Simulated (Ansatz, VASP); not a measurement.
## Zn in VASP and in Ansatz

```
Zn
1.0
     2.87798    0.00000    0.00000
    -1.43899    2.49241    0.00000
     0.00000    0.00000    4.74883
Zn
2
Direct
  0.33333 0.66667 0.25000
  0.66667 0.33333 0.75000
```

Change from the starting cell: strain +0.080 along x and y, -0.040 along z, atoms carried along.

Alike in both runs: task single point; functional PBE; k mesh 24 × 24 × 10; occupations gaussian, width 0.15 eV; no spin polarisation.

```csv
,VASP,Ansatz
version,VASP 6.6.1,Ansatz 0.2.0
potentials or method,"VASP PAW PBE potentials, release 64 (Zn), cutoff 520 eV","scalar-relativistic, plane waves, PAW"
valence electrons in the cell,24,24
```

```tsv
	VASP	Ansatz	Ansatz less VASP
gap on the k mesh at the Fermi level (eV)	none	none	-
pressure (GPa)	-6.1	-6.5	-0.44
traceless stress, the component that is largest in VASP (GPa)	1.08	1.09	+0.011
```

A gap of «none» marks a metal or a gap that the smearing closes. The functional is the same, so the differences come from potentials, cutoffs and numerics.
